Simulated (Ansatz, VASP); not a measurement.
## Ni in VASP and in Ansatz

```
Ni
1.0
     0.00000    3.52706    3.52706
     1.76353    0.00000    1.76353
     1.76353    1.76353    0.00000
Ni
2
Direct
  0.00000 0.00000 0.00000
  0.50000 0.00000 0.00000
```

Change from the starting cell: parallel moments scaled by 0.1, plain SCF.

Alike in both runs: task single point; functional LDA; k mesh 7 × 14 × 14; occupations fermi-dirac, width 0.05 eV; collinear spin.

|  | VASP | Ansatz |
| --- | --- | --- |
| version | VASP 6.6.1 | Ansatz 0.2.0 |
| potentials or method | VASP PAW LDA potentials, release 64 (Ni), cutoff 520 eV | PAW, plane waves, scalar-relativistic |
| valence electrons in the cell | 20 | 36 |

Ansatz gave:

```
pressure (GPa)                                                : -18.5
net moment per atom (μB)                                      : 0.58
size of the moment on the site where the two differ most (μB) : 0.61
```

Problem. Which values does VASP return?

Solution. Pressure (GPa): -18.4; net moment per atom (μB): 0.55; size of the moment on the site where the two differ most (μB): 0.56.

LDA's correlation is that of Perdew and Zunger in VASP and of Perdew and Wang (1992) in Ansatz. Site moments also hang on the region over which each program counts them. VASP's potentials hold 20 valence electrons a cell and Ansatz's 36, so a difference there can come from the potentials and not from the codes.
